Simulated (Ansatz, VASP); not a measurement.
# MgO in VASP and in Ansatz

INCAR

```
SYSTEM = MgO
ALGO     = Normal         ! electronic algorithm
EDIFF    = 1E-6           ! SCF threshold, eV
ENCUT    = 520            ! plane-wave cutoff, eV
GGA      = PS             ! functional
ISIF     = 2              ! what is computed and relaxed
ISMEAR   = 0              ! smearing method
LASPH    = .True.         ! aspherical terms in the spheres
LCHARG   = .False.        ! write CHGCAR
LREAL    = .False.        ! projectors in reciprocal space
LWAVE    = .False.        ! write WAVECAR
NBANDS   = 16             ! bands
NELM     = 60             ! most SCF steps
PREC     = Accurate       ! precision mode
SIGMA    = 0.05           ! smearing width, eV
```

KPOINTS

```
k-points
0
Gamma
  9 9 6
  0 0 0
```

The input POSCAR:

```
MgO
1.0
    3.3486902732      0.0000000000      0.0000000000
   -1.6743451366      2.9000508460      0.0000000000
    0.0000000000      0.0000000000      4.8847345015
Mg O
2 2
Direct
    0.3333333333      0.6666666667     -0.0199501180
    0.6666666667      0.3333333333      0.4800498820
    0.3333333333      0.6666666667      0.4009416620
    0.6666666667      0.3333333333      0.9009416620
```

Input for Ansatz:

```yaml
crystal:
  lattice:
    - [3.3486902732, 0.0, 0.0]
    - [-1.6743451366, 2.900050846, 0.0]
    - [0.0, 0.0, 4.8847345015]
  atoms:
    - { symbol: Mg, position: [0.3333333333, 0.6666666667, -0.019950118] }
    - { symbol: Mg, position: [0.6666666667, 0.3333333333, 0.480049882] }
    - { symbol: O, position: [0.3333333333, 0.6666666667, 0.400941662] }
    - { symbol: O, position: [0.6666666667, 0.3333333333, 0.900941662] }
basis:
  ecutwfc: 520.0
kpoints:
  mp_grid: { grid: [9, 9, 6] }
hamiltonian:
  xc: pbesol
  pseudopotentials: { kind: paw, azcp: { folder: soft_1 } }
scf:
  occupations: { method: gaussian, width: 0.05 }
output:
  forces: true
  stress: true
  eigenvalues: true
```

Alike in both runs: task single point; functional PBEsol; k mesh 9 × 9 × 6; occupations gaussian, width 0.05 eV; no spin polarisation.

```csv
,VASP,Ansatz
version,VASP 6.6.1,Ansatz 0.2.0
potentials or method,"VASP PAW PBE potentials, release 64 (Mg, O), cutoff 520 eV","scalar-relativistic, plane waves, PAW"
valence electrons in the cell,16,32
```

VASP gave:

| Item | Value |
| --- | --- |
| gap on the k mesh at the Fermi level (eV) | 3.13 |
| least direct gap on the mesh (eV) | 3.13 |
| pressure (GPa) | -1.7 |
| traceless stress, the component that is largest in VASP (GPa) | -2.56 |
| rms of the force components (eV/Å) | 0.129 |

Problem. Estimate Ansatz's values.

Solution. gap on the k mesh at the Fermi level (eV): 3.13; least direct gap on the mesh (eV): 3.13; pressure (GPa): -1.4; traceless stress, the component that is largest in VASP (GPa): -2.55; rms of the force components (eV/Å): 0.126.

VASP's potentials were made for PBE, not for PBEsol, and Ansatz warns of the same on its side. Atom by atom the forces differ by 0.003 eV/Å (rms over components). The functional is the same, so the differences come from potentials, cutoffs and numerics. VASP's potentials hold 16 valence electrons a cell and Ansatz's 32, so a difference there can come from the potentials and not from the codes.
